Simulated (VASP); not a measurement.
A run of VASP 6.6.1:

INCAR

```
SYSTEM = Ti2SiGe2
PREC = Accurate
ENCUT = 520
EDIFF = 1E-6
ISMEAR = 0
SIGMA = 0.1
LREAL = .False.
LASPH = .True.
NELM = 100
ALGO = Normal
ISIF = 2
LWAVE = .False.
LCHARG = .False.
GGA = PE
NBANDS = 36
```

KPOINTS

```
regular mesh
0
Gamma
  6 6 4
  0 0 0
```

File POSCAR:

```
Ti2SiGe2
1.0
    3.6212591000      0.0000000000      0.0000000000
   -1.8106295500      3.1361023700      0.0000000000
    0.0000000000      0.0000000000      6.9545472000
Ti Si Ge
2 1 2
Direct
    0.3333333300      0.6666666700      0.0463574200
    0.6666666700      0.3333333300      0.9536425800
    0.0000000000      0.0000000000      0.0000000000
    0.0000000000      0.0000000000      0.3679702900
    0.0000000000      0.0000000000      0.6320297100
```

Potentials or basis: VASP PAW PBE potentials, release 64 (Ti_sv, Si, Ge_d).

Launch:

```console
$ cat potpaw_PBE.64/Ti_sv/POTCAR potpaw_PBE.64/Si/POTCAR potpaw_PBE.64/Ge_d/POTCAR > POTCAR
$ mpirun -np 1 vasp_std > vasp.out
```

Hardware: 1 thread of Intel(R) Xeon(R) Platinum 8559C (Emerald Rapids), on a shared host.

How long does it take, and how much memory?

It took 46 s on 1 thread of Intel(R) Xeon(R) Platinum 8559C (Emerald Rapids) (shared host), peak memory 0.22 GiB. Counts: scf iterations 16, k points 24.
